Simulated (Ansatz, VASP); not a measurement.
One calculation of Rh, two programs

The input INCAR:

```
SYSTEM = Rh
ALGO = Fast
EDIFF = 1E-6
ENCUT = 520
GGA = CA
ISIF = 2
ISMEAR = 0
LASPH = .TRUE.
LCHARG = .FALSE.
LREAL = .FALSE.
LWAVE = .FALSE.
NBANDS = 14
NELM = 60
PREC = Accurate
SIGMA = 0.15
```

The input KPOINTS:

```
k-points
0
G
  22 22 22
  0 0 0
```

Contents of POSCAR:

```
Rh
1.0
    0.0000000000      1.8064725000      1.9490887500
    1.8064725000      0.0000000000      1.9490887500
    1.8064725000      1.8064725000      0.0000000000
Rh
1
Direct
    0.0000000000      0.0000000000      0.0000000000
```

Input for Ansatz:

```yaml
crystal:
  lattice:
    - [0.0, 1.8064725, 1.94908875]
    - [1.8064725, 0.0, 1.94908875]
    - [1.8064725, 1.8064725, 0.0]
  atoms:
    - { symbol: Rh, position: [0.0, 0.0, 0.0] }
basis:
  ecutwfc: 420
kpoints:
  mp_grid: { grid: [22, 22, 22] }
hamiltonian:
  xc: lda
scf:
  occupations: { method: gaussian, width: 0.15 }
output:
  forces: true
  stress: true
  eigenvalues: true
```

Change from the starting cell: strain -0.050 along x and y, +0.025 along z, atoms carried along.

Alike in both runs: task single point; functional LDA; k mesh 22 × 22 × 22; occupations gaussian, width 0.15 eV; no spin polarisation.

|  | VASP | Ansatz |
| --- | --- | --- |
| version | VASP 6.6.1 | Ansatz 0.2.0 |
| potentials or method | VASP PAW LDA potentials, release 64 (Rh_pv), cutoff 520 eV | scalar-relativistic, plane waves, PAW |
| valence electrons in the cell | 15 | 17 |

|  | VASP | Ansatz | Ansatz less VASP |
| --- | --- | --- | --- |
| gap on the k mesh at the Fermi level (eV) | none | none | - |
| pressure (GPa) | 15.6 | 14.8 | -0.86 |
| traceless stress, the component that is largest in VASP (GPa) | -16.22 | -16.22 | -0.003 |

LDA's correlation is that of Perdew and Zunger in VASP and of Perdew and Wang (1992) in Ansatz. A gap of «none» marks a metal or a gap that the smearing closes. VASP's potentials hold 15 valence electrons a cell and Ansatz's 17, so a difference there can come from the potentials and not from the codes.
